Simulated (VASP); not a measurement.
# MgBe2Te3 (P6/mmm) in VASP: further runs

The runs below take MgBe2Te3 through single point, with PBE.

Everything below comes from runs of VASP 6.6.1. Logs are shortened: lines on timing, memory, paths and dates and some standing lists are left out, and cuts for length are marked.

### 1 The cell of the first run

The structure is hexagonal, space group P6/mmm (No. 191). Conventional cell: a = 6.510 Å, b = 6.510 Å, c = 3.593 Å, α = 90.00°, β = 90.00°, γ = 120.00°. Mg (site symmetry 6/mmm) has 2 Mg at 3.59 Å and 12 Te at 3.72 Å and 6 Be at 3.76 Å within 4.7 Å. Be (site symmetry -6m2) has 6 Te at 2.60 Å within 3.4 Å. Within 3.4 Å of Te (site symmetry mmm) lie 4 Be at 2.60 Å and 4 Te at 3.26 Å.

The cell was generated, and may not be a known phase.

### 2 Single point, PBE

The input, INCAR:

```
PREC     = Accurate       # precision mode
ENCUT    = 520            # plane-wave cutoff, eV
EDIFF    = 1E-6           # SCF threshold, eV
ISMEAR   = 0              # smearing method
SIGMA    = 0.1            # smearing width, eV
LREAL    = False          # projectors in reciprocal space
LASPH    = True           # aspherical terms in the spheres
NELM     = 80             # most SCF steps
ALGO     = Normal         # electronic algorithm
ISIF     = 2              # what is computed and relaxed
LWAVE    = False          # write WAVECAR
LCHARG   = True           # write CHGCAR
GGA      = PE             # functional
LELF     = True           # ELF
LVHAR    = True         
NBANDS   = 21             # bands
```

The input, KPOINTS:

```
regular mesh
0
Gamma
  3 3 6
```

The input, POSCAR:

```
MgBe2Te3
1.0
    6.5104027400      0.0000000000      0.0000000000
   -3.2552013700      5.6381741600      0.0000000000
    0.0000000000      0.0000000000      3.5928086100
Mg Be Te
1 2 3
Direct
    0.0000000000      0.0000000000      0.0000000000
    0.3333333300      0.6666666700      0.0000000000
    0.6666666700      0.3333333300      0.0000000000
    0.5000000000      0.0000000000      0.5000000000
    0.5000000000      0.5000000000      0.5000000000
    0.0000000000      0.5000000000      0.5000000000
```

Potentials or basis: VASP PAW PBE potentials, release 64 (Mg, Be, Te).

Started as:

```sh
> cat potpaw_PBE.64/Mg/POTCAR potpaw_PBE.64/Be/POTCAR potpaw_PBE.64/Te/POTCAR > POTCAR
> mpirun -np 1 vasp_std > vasp.out
```

OUTCAR:

```text
PREC = Accurate
   ENCUT = 520
   EDIFF = 1E-6
   ISMEAR = 0
   LREAL = False
   LASPH = True
   NELM = 80
   ISIF = 2
   GGA = PE

 ion  position               nearest neighbor table
   1  0.000  0.000  0.000-
   2  0.333  0.667  0.000-   4 2.60   4 2.60   6 2.60   6 2.60   5 2.60   5 2.60
   3  0.667  0.333  0.000-   4 2.60   4 2.60   6 2.60   6 2.60   5 2.60   5 2.60
   4  0.500  0.000  0.500-   2 2.60   3 2.60   2 2.60   3 2.60   5 3.26   6 3.26   5 3.26   6 3.26

   5  0.500  0.500  0.500-   2 2.60   3 2.60   2 2.60   3 2.60   4 3.26   4 3.26   6 3.26   6 3.26

   6  0.000  0.500  0.500-   2 2.60   3 2.60   2 2.60   3 2.60   4 3.26   4 3.26   5 3.26   5 3.26

  LATTYP: Found a hexagonal cell.
 ALAT       =     6.5104027400
 C/A-ratio  =     0.5518565830

  Lattice vectors:

 A1 = (   6.5104027400,   0.0000000000,   0.0000000000)
 A2 = (  -3.2552013700,   5.6381741600,   0.0000000000)
 A3 = (   0.0000000000,   0.0000000000,   3.5928086100)

Analysis of symmetry for initial positions (statically):
=====================================================================
 Subroutine PRICEL returns:
 Original cell was already a primitive cell.

 Routine SETGRP: Setting up the symmetry group for a
 hexagonal supercell.

 Subroutine GETGRP returns: Found 24 space group operations
 (whereof 24 operations were pure point group operations)
 out of a pool of 24 trial point group operations.

The static configuration has the point symmetry D_6h.

Analysis of symmetry for dynamics (positions and initial velocities):
=====================================================================
 Subroutine PRICEL returns:
 Original cell was already a primitive cell.

 Routine SETGRP: Setting up the symmetry group for a
 hexagonal supercell.

 Subroutine GETGRP returns: Found 24 space group operations
 (whereof 24 operations were pure point group operations)
 out of a pool of 24 trial point group operations.

The dynamic configuration has the point symmetry D_6h.

 Subroutine INISYM returns: Found 24 space group operations
 (whereof 24 operations are pure point group operations),
 and found     1 'primitive' translations

----------------------------------------------------------------------------------------

[... 85 lines left out ...]
   ENCUT  =  520.0 eV  38.22 Ry    6.18 a.u.  12.11 12.11  6.68*2*pi/ulx,y,z
   NELM   =     80;   NELMIN=  2; NELMDL= -5     # of ELM steps
   EDIFF  = 0.1E-05   stopping-criterion for ELM
   LREAL  =      F    real-space projection
   EDIFFG = 0.1E-04   stopping-criterion for IOM
   NSW    =      0    number of steps for IOM
   IBRION =     -1    ionic relax: 0-MD 1-quasi-New 2-CG
   NFREE  =      0    steps in history (QN), initial steepest desc. (CG)
   ISIF   =      2    stress and relaxation
   ISYM   =      2    0-nonsym 1-usesym 2-fastsym
   POTIM  = 0.5000    time-step for ionic-motion
   TEBEG  =    0.0;   TEEND  =   0.0 temperature during run
   PSTRESS=    0.0 pullay stress
   NELECT =      24.0000    total number of electrons
   NUPDOWN=      -1.0000    fix difference up-down
   EMIN   =  10.00;   EMAX   =-10.00  energy-range for DOS
   EFERMI =   0.00;   METHOD = LEGACY
   ISMEAR =     0;   SIGMA  =   0.10  broadening in eV -4-tet -1-fermi 0-gaus
   EFERMI_NEDOS =   21; number of points for ismear=-14 and -15
   IALGO  =     38    algorithm
   IMIX   =      4    mixing-type and parameters
     AMIX     =   0.40;   BMIX     =  1.00
     AMIX_MAG =   1.60;   BMIX_MAG =  1.00
  volume/ion in A,a.u.               =      21.98       148.33
  Fermi-wavevector in a.u.,A,eV,Ry     =   0.927723  1.753143 11.710132  0.860670
  Thomas-Fermi vector in A             =   2.053823
   LORBIT       =      0    0 simple, 1 ext, 2 COOP (PROOUT), +10 PAW based schemes
   GGA     = PE    functional components
   LHFCALC =     F    Hartree Fock is set to
   AEXX    =    0.0000 exact exchange contribution
   IVDW    =     0    specifies the selected vdW correction
   LEPSILON=     F    determine dielectric tensor
   LRPA    =     F    only Hartree local field effects (RPA)
 non-spin polarized calculation
 Gauss-broadening in eV      SIGMA  =   0.10
  energy-cutoff  :      520.00
  volume of cell :      131.88
 maximum number of plane-waves:      3558
   NGX = 25   NGY = 25   NGZ = 13

 number of electron      23.9999998 magnetization

 Free energy of the ion-electron system (eV)
  ---------------------------------------------------
  ext. energy  EPLUGINS =         0.00000000
  ---------------------------------------------------
  free energy    TOTEN  =       -16.08173713 eV

  energy without entropy =      -16.06787746  energy(sigma->0) =      -16.07480729

 E-fermi :   6.7228     XC(G=0):  -9.5330

 val. band max:        6.6256049190   @ k =   0.0000   0.0000   0.0000
 cond. band min:       6.7474251405   @ k =   0.0000   0.0000   0.5000
 fundamental gap:      0.1218202215
 Fermi energy:         6.7228189002

 k-point     1 :       0.0000    0.0000    0.0000
  band No.  band energies     occupation
      1      -7.4375      2.00000
      2      -4.8522      2.00000
      3      -4.8522      2.00000
      4      -1.4823      2.00000
      5       1.2056      2.00000
      6       1.2056      2.00000
[... 277 lines left out ...]
     20      11.6022      0.00000
     21      11.6022      0.00000

------------------------ aborting loop because EDIFF is reached ----------------------------------------

  FORCE on cell =-STRESS in cart. coord.  units (eV):
  Direction    XX          YY          ZZ          XY          YZ          ZX
  --------------------------------------------------------------------------------------
  -------------------------------------------------------------------------------------
  Total        5.1493963      5.1493963      0.4502326      0.0000000     -0.0000000      0.0000000
  in kB       62.5585216     62.5585216      5.4697447      0.0000000     -0.0000000      0.0000000
  external PRESSURE =      43.5289293 kB  Pullay stress =       0.0000000 kB

 VOLUME and BASIS-vectors are now :
 -----------------------------------------------------------------------------
  energy-cutoff  :      520.00
  volume of cell :      131.88
      direct lattice vectors                 reciprocal lattice vectors
     6.510402740  0.000000000  0.000000000     0.153600329  0.088681191  0.000000000
    -3.255201370  5.638174160  0.000000000     0.000000000  0.177362382  0.000000000
     0.000000000  0.000000000  3.592808610     0.000000000  0.000000000  0.278333780

 POSITION                                       TOTAL-FORCE (eV/Angst)
 -----------------------------------------------------------------------------------
      0.00000      0.00000      0.00000         0.000000      0.000000      0.000000
     -0.00000      3.75878      0.00000         0.000000     -0.000000      0.000000
      3.25520      1.87939      0.00000        -0.000000      0.000000      0.000000
      3.25520      0.00000      1.79640         0.000000      0.000000      0.000000
      1.62760      2.81909      1.79640         0.000000      0.000000      0.000000
     -1.62760      2.81909      1.79640         0.000000      0.000000      0.000000
 -----------------------------------------------------------------------------------
    total drift:                               -0.000000      0.000000     -0.000000

  FREE ENERGIE OF THE ION-ELECTRON SYSTEM (eV)
  ---------------------------------------------------
  free  energy   TOTEN  =       -16.0817371343 eV

  energy  without entropy=      -16.0678774552  energy(sigma->0) =      -16.07480729
```

OSZICAR:

```text
N       E                     dE             d eps       ncg     rms          rms(c)
DAV:   1     0.824965901258E+02    0.82497E+02   -0.86858E+03   504   0.906E+02
DAV:   2    -0.935945072729E+01   -0.91856E+02   -0.87334E+02   649   0.144E+02
DAV:   3    -0.164511137967E+02   -0.70917E+01   -0.70071E+01   651   0.414E+01
DAV:   4    -0.165964090547E+02   -0.14530E+00   -0.14503E+00   642   0.656E+00
DAV:   5    -0.165995352775E+02   -0.31262E-02   -0.31261E-02   692   0.992E-01    0.142E+01
DAV:   6    -0.161212452432E+02    0.47829E+00   -0.84187E-01   585   0.293E+00    0.832E+00
DAV:   7    -0.160901738797E+02    0.31071E-01   -0.33147E-01   608   0.189E+00    0.199E+00
DAV:   8    -0.160817854080E+02    0.83885E-02   -0.62122E-02   562   0.893E-01    0.203E-01
DAV:   9    -0.160817452607E+02    0.40147E-04   -0.13812E-03   620   0.180E-01    0.138E-01
DAV:  10    -0.160817491477E+02   -0.38871E-05   -0.82890E-05   650   0.434E-02    0.135E-02
DAV:  11    -0.160817388172E+02    0.10331E-04   -0.41310E-05   612   0.212E-02    0.967E-03
DAV:  12    -0.160817369647E+02    0.18525E-05   -0.25096E-06   570   0.676E-03    0.104E-03
DAV:  13    -0.160817371343E+02   -0.16960E-06   -0.12571E-07   357   0.175E-03
   1 F= -.16081737E+02 E0= -.16074807E+02  d E =-.138597E-01
```

stdout:

```text
POSCAR found type information on POSCAR MgBeTe
 POSCAR found :  3 types and       6 ions
 scaLAPACK will be used
 LDA part: xc-table for (Slater+PW92), standard interpolation
 POSCAR, INCAR and KPOINTS ok, starting setup
 FFT: planning ... GRIDC
 FFT: planning ... GRID_SOFT
 FFT: planning ... GRID
 WAVECAR not read
 entering main loop
```

Wall time 30 s (1 thread of Intel Xeon 8259CL, shared host); peak memory 0.26 GiB.

Results:

| Quantity | Value |
| --- | --- |
| Free energy | -16.0817 eV |
| Pressure | 4.4 GPa |
| Band gap on the k mesh | zero (bands 12 and 13 overlap by 1.09 eV) |

Stress tensor (GPa, compression positive):
```
6.26 0.00 0.00
0.00 6.26 0.00
0.00 0.00 0.55
```

Levels at points of the mesh, in eV from the Fermi level:
| k point | band 9 | band 10 | band 11 | band 12 | band 13 | band 14 | band 15 | band 16 |
| --- | --- | --- | --- | --- | --- | --- | --- | --- |
| (0.00, 0.00, 0.00) | -0.10 | -0.10 | 0.22 | 0.22 | 0.39 | 1.23 | 1.82 | 3.29 |
| (0.00, 0.00, 0.50) | -4.03 | -2.32 | -0.16 | -0.16 | 0.02 | 0.61 | 1.22 | 1.59 |

Caveat: the k points lie up to 0.37 Å⁻¹ apart, too coarse for converged energies and pressures of a metal; spin-orbit coupling is left out, which moves the levels of the heavy elements.

### 3 Single point, PBE

This run uses another cell than the first one, of 24.07 Å³/atom.

The input, INCAR:

```
SYSTEM = MgBe2Te3
PREC = Accurate
ENCUT = 520
EDIFF = 1E-7
ISMEAR = 0
SIGMA = 0.1
LREAL = .FALSE.
LASPH = .TRUE.
NELM = 100
ALGO = Normal
ISIF = 2
LWAVE = .FALSE.
LCHARG = .FALSE.
GGA = PE
NBANDS = 21
```

The input, KPOINTS:

```
regular mesh
0
G
  3 3 6
  0 0 0
```

The input, POSCAR:

```
MgBe2Te3
1.0
    6.8309236646      0.0000000000      0.0000000000
   -3.4154618323      5.9157534248      0.0000000000
    0.0000000000      0.0000000000      3.5740052528
Mg Be Te
1 2 3
Direct
    0.0000000000      0.0000000000      0.0000000000
    0.3333333333      0.6666666667      0.0000000000
    0.6666666667      0.3333333333      0.0000000000
    0.5000000000      0.0000000000      0.5000000000
    0.5000000000      0.5000000000      0.5000000000
    0.0000000000      0.5000000000      0.5000000000
```

Potentials or basis: VASP PAW PBE potentials, release 64 (Mg, Be, Te).

Started as:

```sh
> cat potpaw_PBE.64/Mg/POTCAR potpaw_PBE.64/Be/POTCAR potpaw_PBE.64/Te/POTCAR > POTCAR
> mpirun -np 1 vasp_std > vasp.out
```

Run time: 62 s. Hardware: 1 thread of Intel Xeon 8259CL, shared host; peak memory 0.29 GiB.

It converged, with:

- Free energy: -16.3115 eV
- Pressure: 0.0 GPa
- Band gap on the k mesh: zero (bands 12 and 13 overlap by 0.83 eV)

Levels at points of the mesh, in eV from the Fermi level:
```tsv
k point	band 9	band 10	band 11	band 12	band 13	band 14	band 15	band 16
(0.00, 0.00, 0.00)	-0.33	-0.33	0.18	0.70	0.70	1.52	2.54	3.38
(0.00, 0.00, 0.50)	-3.27	-1.95	0.35	0.35	0.35	0.69	1.04	1.32
```

Caveat: spin-orbit coupling is left out, which moves the levels of the heavy elements.

The gap in the log of VASP goes by the Fermi energy; the results here count the filled bands.